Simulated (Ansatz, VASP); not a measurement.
## Two plane-wave programs on GaBTe3

```xyz
5
Lattice="4.6399 0.0000 0.0000 0.0000 4.6399 0.0000 0.0000 0.0000 6.8545" Properties=species:S:1:pos:R:3 pbc="T T T"
Ga    0.0000    0.0000    6.6838
B     0.0000    0.0000    1.6150
Te    0.0000    2.3199    0.3960
Te    2.3199    0.0000    0.3960
Te    0.0000    0.0000    4.0500
```

Alike in both runs: task relaxation of cell and atoms; functional PBE; k mesh 4 × 4 × 4; occupations gaussian, width 0.1 eV; no spin polarisation.

```csv
,VASP,Ansatz
version,VASP 6.6.1,Ansatz 0.2.0
potentials or method,"VASP PAW PBE potentials, release 64 (Ga_d, B, Te), cutoff 600 eV","scalar-relativistic, plane waves, PAW"
valence electrons in the cell,34,64
```

```tsv
	VASP	Ansatz	Ansatz less VASP
gap on the k mesh at the Fermi level, each at its own relaxed structure (eV)	none	none	-
relaxed volume (Å³/atom)	36.34	36.54	+0.198
relaxed length of the cell vector where the two differ most in proportion (Å)	8.579	8.618	+0.0389
```

A gap of «none» marks a metal or a gap that the smearing closes. VASP's potentials hold 34 valence electrons a cell and Ansatz's 64, so a difference there can come from the potentials and not from the codes.

Spin-orbit coupling is off throughout. Noted on VASP's run: the volume moved by over 15 % at a fixed basis, so the end points are rough.
